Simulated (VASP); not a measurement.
# TeW (Fm-3m) in VASP: a series of runs

TeW is run at these levels: PBE; tasks: single point.

All numbers are computed with VASP 6.6.1; they aren't measurements. Logs are shortened: lines on timing, memory, paths and dates and some standing lists are left out, and cuts for length are marked.

**1. The cell of the first run**

It takes space group Fm-3m (No. 225, cubic). Conventional cell: a = 5.481 Å, b = 5.481 Å, c = 5.481 Å, α = 90.00°, β = 90.00°, γ = 90.00°. W (site symmetry m-3m) has 6 Te at 2.74 Å within 3.6 Å. Te (site symmetry m-3m) has 6 W at 2.74 Å within 3.6 Å.

**2. Single point, PBE, collinear spin, ferromagnetic start**

File INCAR:

```
  PREC = Accurate
  ENCUT = 520
  EDIFF = 1E-7
  ISMEAR = 0
  SIGMA = 0.1
  LREAL = False
  LASPH = True
  NELM = 150
  ALGO = Normal
  ISIF = 2
  LWAVE = False
  LCHARG = True
  ISPIN = 2
  MAGMOM = 1 0
  LORBIT = 11
  LMAXMIX = 4
  GGA = PE
  LELF = True
  LVHAR = True
  NBANDS = 21
```

File KPOINTS:

```
Automatic mesh
0
Gamma
  6 6 6
```

File POSCAR:

```
TeW
1.0
    0.0000000000      2.7406921582      2.7406921582
    2.7406921582      0.0000000000      2.7406921582
    2.7406921582      2.7406921582      0.0000000000
W Te
1 1
Direct
    0.0000000000      0.0000000000      0.0000000000
    0.5000000000      0.5000000000      0.5000000000
```

Potentials or basis: VASP PAW PBE potentials, release 64 (W_sv, Te).

Launch:

```
$ cat potpaw_PBE.64/W_sv/POTCAR potpaw_PBE.64/Te/POTCAR > POTCAR
$ mpirun -np 1 vasp_std > vasp.out
```

OUTCAR:

```text
PREC = Accurate
   ENCUT = 520
   EDIFF = 1E-7
   ISMEAR = 0
   LREAL = False
   LASPH = True
   NELM = 150
   ISIF = 2
   ISPIN = 2
   LORBIT = 11
   GGA = PE

 ion  position               nearest neighbor table
   1  0.000  0.000  0.000-   2 2.74   2 2.74   2 2.74   2 2.74   2 2.74   2 2.74
   2  0.500  0.500  0.500-   1 2.74   1 2.74   1 2.74   1 2.74   1 2.74   1 2.74

  LATTYP: Found a face centered cubic cell.
 ALAT       =     5.4813843164

  Lattice vectors:

 A1 = (   0.0000000000,   2.7406921582,   2.7406921582)
 A2 = (   2.7406921582,   0.0000000000,   2.7406921582)
 A3 = (   2.7406921582,   2.7406921582,   0.0000000000)

Analysis of symmetry for initial positions (statically):
[... 25 lines left out ...]
The dynamic configuration has the point symmetry O_h .

Analysis of structural, dynamic, and magnetic symmetry:
=====================================================================
 Subroutine PRICEL returns:
[... 7 lines left out ...]
 out of a pool of 48 trial point group operations.

The overall configuration has the point symmetry O_h .

 Subroutine INISYM returns: Found 48 space group operations
[... 5 lines left out ...]
                                     Primitive cell

  volume of cell :      41.1728

  direct lattice vectors                    reciprocal lattice vectors
     0.000000000  2.740692158  2.740692158    -0.182435666  0.182435666  0.182435666
     2.740692158  0.000000000  2.740692158     0.182435666 -0.182435666  0.182435666
     2.740692158  2.740692158  0.000000000     0.182435666  0.182435666 -0.182435666

  length of vectors
     3.875924020  3.875924020  3.875924020     0.315987843  0.315987843  0.315987843

  position of ions in fractional coordinates (direct lattice)
     0.000000000  0.000000000  0.000000000
     0.500000000  0.500000000  0.500000000

  ion indices of the primitive-cell ions
   primitive index   ion index
                 1           1
                 2           2

----------------------------------------------------------------------------------------

 KPOINTS: Automatic mesh

Automatic generation of k-mesh.
 Grid dimensions read from file:
 generate k-points for:    6    6    6

 Generating k-lattice:

  Cartesian coordinates                     Fractional coordinates (reciprocal lattice)
    -0.030405944  0.030405944  0.030405944     0.166666667  0.000000000  0.000000000
     0.030405944 -0.030405944  0.030405944     0.000000000  0.166666667  0.000000000
     0.030405944  0.030405944 -0.030405944     0.000000000  0.000000000  0.166666667

  Length of vectors
     0.052664641  0.052664641  0.052664641

  Shift w.r.t. Gamma in fractional coordinates (k-lattice)
     0.000000000  0.000000000  0.000000000

 Subroutine IBZKPT returns following result:
 ===========================================

 Found     16 irreducible k-points:

 Following reciprocal coordinates:
            Coordinates               Weight
  0.000000  0.000000  0.000000      1.000000
  0.166667  0.000000  0.000000      8.000000
  0.333333  0.000000  0.000000      8.000000
  0.500000  0.000000  0.000000      4.000000
  0.166667  0.166667  0.000000      6.000000
  0.333333  0.166667  0.000000     24.000000
[... 8 lines left out ...]
 -0.333333  0.333333  0.166667     24.000000
 -0.333333  0.500000  0.166667     12.000000
   k-points           NKPTS =     16   k-points in BZ     NKDIM =     16   number of bands    NBANDS=     21
   number of dos      NEDOS =    301   number of ions     NIONS =      2
   total plane-waves  NPLWV =  27000
   dimension x,y,z NGX =    30 NGY =   30 NGZ =   30
   dimension x,y,z NGXF=    60 NGYF=   60 NGZF=   60
   ions per type =               1   1
   NGX,Y,Z   is equivalent  to a cutoff of  12.87, 12.87, 12.87 a.u.
   NGXF,Y,Z  is equivalent  to a cutoff of  25.74, 25.74, 25.74 a.u.
 SYSTEM =  unknown system
   PREC   = accura    normal or accurate (medium, high low for compatibility)
   ISTART =      0    job   : 0-new  1-cont  2-samecut
   ICHARG =      2    charge: 1-file 2-atom 10-const
   ISPIN  =      2    spin polarized calculation?
   LNONCOLLINEAR =      F non collinear calculations
   LSORBIT =      F    spin-orbit coupling
   LASPH  =      T    aspherical Exc in radial PAW
   ENCUT  =  520.0 eV  38.22 Ry    6.18 a.u.   7.21  7.21  7.21*2*pi/ulx,y,z
   NELM   =    150;   NELMIN=  2; NELMDL= -5     # of ELM steps
   EDIFF  = 0.1E-06   stopping-criterion for ELM
   LREAL  =      F    real-space projection
   EDIFFG = 0.1E-05   stopping-criterion for IOM
   NSW    =      0    number of steps for IOM
   IBRION =     -1    ionic relax: 0-MD 1-quasi-New 2-CG
   NFREE  =      0    steps in history (QN), initial steepest desc. (CG)
   ISIF   =      2    stress and relaxation
   ISYM   =      2    0-nonsym 1-usesym 2-fastsym
   POTIM  = 0.5000    time-step for ionic-motion
   TEBEG  =    0.0;   TEEND  =   0.0 temperature during run
   PSTRESS=    0.0 pullay stress
   NELECT =      20.0000    total number of electrons
   NUPDOWN=      -1.0000    fix difference up-down
   EMIN   =  10.00;   EMAX   =-10.00  energy-range for DOS
   EFERMI =   0.00;   METHOD = LEGACY
   ISMEAR =     0;   SIGMA  =   0.10  broadening in eV -4-tet -1-fermi 0-gaus
   EFERMI_NEDOS =   21; number of points for ismear=-14 and -15
   IALGO  =     38    algorithm
   IMIX   =      4    mixing-type and parameters
     AMIX     =   0.40;   BMIX     =  1.00
     AMIX_MAG =   1.60;   BMIX_MAG =  1.00
  volume/ion in A,a.u.               =      20.59       138.92
  Fermi-wavevector in a.u.,A,eV,Ry     =   1.286909  2.431906 22.533089  1.656135
  Thomas-Fermi vector in A             =   2.418955
   LORBIT       =     11    0 simple, 1 ext, 2 COOP (PROOUT), +10 PAW based schemes
   GGA     = PE    functional components
   LHFCALC =     F    Hartree Fock is set to
   AEXX    =    0.0000 exact exchange contribution
   IVDW    =     0    specifies the selected vdW correction
   LEPSILON=     F    determine dielectric tensor
   LRPA    =     F    only Hartree local field effects (RPA)
 spin polarized calculation
 Gauss-broadening in eV      SIGMA  =   0.10
  energy-cutoff  :      520.00
  volume of cell :       41.17
 maximum number of plane-waves:      1125
 NGX is ok and might be reduce to    30
   NGX = 15   NGY = 15   NGZ = 15

 number of electron      20.0000001 magnetization       1.0999064

 Free energy of the ion-electron system (eV)
  ---------------------------------------------------
  ext. energy  EPLUGINS =         0.00000000
  ---------------------------------------------------
  free energy    TOTEN  =       -13.05396276 eV

  energy without entropy =      -13.03037412  energy(sigma->0) =      -13.04216844

 E-fermi :  10.7429     XC(G=0): -11.7287

 val. band max:       10.7291876416   @ k =  -0.1667   0.1667   0.0000
 cond. band min:      10.7522165023   @ k =   0.5000   0.5000   0.0000
 fundamental gap:      0.0230288607
 Fermi energy:        10.7429058979

 spin component 1

 k-point     1 :       0.0000    0.0000    0.0000
  band No.  band energies     occupation
      1     -63.4984      1.00000
      2     -27.8476      1.00000
      3     -27.8476      1.00000
      4     -27.8476      1.00000
      5      -3.9785      1.00000
      6       8.6549      1.00000
[... 13 lines left out ...]
     20      22.2705      0.00000
     21      22.2705      0.00000

 k-point     2 :       0.1667    0.0000    0.0000
  band No.  band energies     occupation
      1     -63.4982      1.00000
      2     -27.8616      1.00000
      3     -27.8479      1.00000
      4     -27.8479      1.00000
      5      -3.5782      1.00000
      6       6.5870      1.00000
[... 13 lines left out ...]
     20      22.8487      0.00000
     21      24.2082      0.00000
[... 294 lines left out ...]
      4     -27.8588      1.00000
      5      -1.7856      1.00000
      6       3.7901      1.00000
[... 13 lines left out ...]
     20      25.7439      0.00000
     21      25.7538      0.00000

 k-point    16 :      -0.3333    0.5000    0.1667
  band No.  band energies     occupation
      1     -63.4966      1.00000
      2     -27.8879      1.00000
      3     -27.8741      1.00000
      4     -27.8659      1.00000
      5      -1.8949      1.00000
      6       4.7415      1.00000
[... 13 lines left out ...]
     20      24.1444      0.00000
     21      26.5080      0.00000
 Fermi energy:        10.7429058979

 spin component 2

 k-point     1 :       0.0000    0.0000    0.0000
  band No.  band energies     occupation
      1     -63.1016      1.00000
      2     -27.3100      1.00000
      3     -27.3100      1.00000
      4     -27.3100      1.00000
      5      -3.8827      1.00000
      6       9.2751      1.00000
[... 13 lines left out ...]
     20      22.5076      0.00000
     21      22.5076      0.00000

 k-point     2 :       0.1667    0.0000    0.0000
  band No.  band energies     occupation
      1     -63.1013      1.00000
      2     -27.3241      1.00000
      3     -27.3103      1.00000
      4     -27.3103      1.00000
      5      -3.4907      1.00000
      6       6.8227      1.00000
[... 13 lines left out ...]
     20      23.1156      0.00000
     21      24.4631      0.00000
[... 295 lines left out ...]
      5      -1.7474      1.00000
      6       4.0143      1.00000
[... 13 lines left out ...]
     20      25.9364      0.00000
     21      26.0231      0.00000

 k-point    16 :      -0.3333    0.5000    0.1667
  band No.  band energies     occupation
      1     -63.0998      1.00000
      2     -27.3504      1.00000
      3     -27.3366      1.00000
      4     -27.3284      1.00000
      5      -1.8448      1.00000
      6       4.8760      1.00000
[... 13 lines left out ...]
     20      24.1562      0.00000
     21      26.7200      0.00000

------------------------ aborting loop because EDIFF is reached ----------------------------------------

  FORCE on cell =-STRESS in cart. coord.  units (eV):
  Direction    XX          YY          ZZ          XY          YZ          ZX
  --------------------------------------------------------------------------------------
  -------------------------------------------------------------------------------------
  Total        2.4891036      2.4891036      2.4891036     -0.0000000      0.0000000     -0.0000000
  in kB       96.8596245     96.8596245     96.8596245     -0.0000000      0.0000000     -0.0000000
  external PRESSURE =      96.8596245 kB  Pullay stress =       0.0000000 kB

 VOLUME and BASIS-vectors are now :
 -----------------------------------------------------------------------------
  energy-cutoff  :      520.00
  volume of cell :       41.17
      direct lattice vectors                 reciprocal lattice vectors
     0.000000000  2.740692158  2.740692158    -0.182435666  0.182435666  0.182435666
     2.740692158  0.000000000  2.740692158     0.182435666 -0.182435666  0.182435666
     2.740692158  2.740692158  0.000000000     0.182435666  0.182435666 -0.182435666

 POSITION                                       TOTAL-FORCE (eV/Angst)
 -----------------------------------------------------------------------------------
      0.00000      0.00000      0.00000        -0.000000      0.000000     -0.000000
      2.74069      2.74069      2.74069         0.000000     -0.000000      0.000000
 -----------------------------------------------------------------------------------
    total drift:                               -0.000000      0.000000      0.000000

  FREE ENERGIE OF THE ION-ELECTRON SYSTEM (eV)
  ---------------------------------------------------
  free  energy   TOTEN  =       -13.0539627596 eV

  energy  without entropy=      -13.0303741173  energy(sigma->0) =      -13.04216844

 total charge

# of ion       s       p       d       tot
------------------------------------------
    1        2.339   6.138   3.562  12.040
    2        1.326   2.023   0.162   3.511
--------------------------------------------------
tot          3.665   8.161   3.724  15.550

 magnetization (x)

# of ion       s       p       d       tot
------------------------------------------
    1        0.059   0.007   0.842   0.908
    2        0.005  -0.031   0.015  -0.011
--------------------------------------------------
tot          0.064  -0.024   0.857   0.897
```

It took 62 s on 1 thread of Intel Xeon 6975P-C (Granite Rapids), shared host; peak memory 0.2 GiB.

Results:

* Free energy: -13.0540 eV
* Pressure: 9.7 GPa
* Net moment: 1.10 μB per cell
* Site moments: W +0.91; Te -0.01 μB
* Valence electrons inside the program's atomic spheres: W 12.04; Te 3.51

Caveat: spin-orbit coupling is left out, which moves the levels of the heavy elements.

**3. Single point, PBE, collinear spin, ferromagnetic start**

This run uses another cell than the first one, of 22.65 Å³/atom, 1.100 times its volume.

File INCAR:

```
PREC     = Accurate       # precision mode
ENCUT    = 520            # plane-wave cutoff, eV
EDIFF    = 1E-6           # SCF threshold, eV
ISMEAR   = 0              # smearing method
SIGMA    = 0.1            # smearing width, eV
LREAL    = False          # projectors in reciprocal space
LASPH    = True           # aspherical terms in the spheres
NELM     = 150            # most SCF steps
ALGO     = Normal         # electronic algorithm
ISIF     = 2              # what is computed and relaxed
LWAVE    = False          # write WAVECAR
LCHARG   = True           # write CHGCAR
ISPIN    = 2              # spin polarisation
MAGMOM   = 1.51 0         # initial moments
LORBIT   = 11             # projections on sites
LMAXMIX  = 4              # l up to which the mixer works
GGA      = PE             # functional
LELF     = True           # ELF
LVHAR    = True         
NBANDS   = 21             # bands
```

File KPOINTS:

```
regular mesh
0
Gamma
  6 6 6
```

File POSCAR:

```
TeW
1.0
    0.0000000000      2.8295236483      2.8295236483
    2.8295236483      0.0000000000      2.8295236483
    2.8295236483      2.8295236483      0.0000000000
W Te
1 1
Direct
    0.0000000000      0.0000000000      0.0000000000
    0.5000000000      0.5000000000      0.5000000000
```

Potentials or basis: VASP PAW PBE potentials, release 64 (W_sv, Te).

Launch:

```
$ cat potpaw_PBE.64/W_sv/POTCAR potpaw_PBE.64/Te/POTCAR > POTCAR
$ mpirun -np 1 vasp_std > vasp.out
```

Run time: 16 s. Hardware: 1 thread of Intel Xeon 6975P-C (Granite Rapids), shared host; peak memory 0.19 GiB.

Results (log left out):

```
Free energy                                           : -13.2064 eV
Pressure                                              : -0.2 GPa
Net moment                                            : 2.18 μB per cell
Site moments                                          : W +1.75; Te -0.03 μB
Valence electrons inside the program's atomic spheres : W 11.90; Te 3.44
```

Levels at points of the mesh, in eV from the Fermi level:
Spin up:
```csv
k point,band 8,band 9,band 10,band 11,band 12,band 13,band 14,band 15
"(0.00, 0.00, 0.00)",-2.11,-1.68,-1.68,-1.43,-1.43,-1.43,2.02,6.46
"(0.50, 0.00, 0.00)",-4.89,-0.62,-0.62,-0.43,2.18,4.56,4.56,4.71
"(0.50, 0.50, 0.00)",-3.34,-3.34,-0.97,-0.96,-0.05,-0.05,1.82,8.37
```
Spin down:
| k point | band 7 | band 8 | band 9 | band 10 | band 11 | band 12 |
| --- | --- | --- | --- | --- | --- | --- |
| (0.00, 0.00, 0.00) | -1.37 | -1.37 | -0.88 | -0.88 | -0.88 | -0.64 |
| (0.50, 0.00, 0.00) | -4.36 | -4.36 | 0.82 | 0.82 | 0.97 | 2.52 |
| (0.50, 0.50, 0.00) | -3.18 | -3.18 | -2.38 | 0.08 | 0.14 | 1.51 |

Caveat: spin-orbit coupling is left out, which moves the levels of the heavy elements.
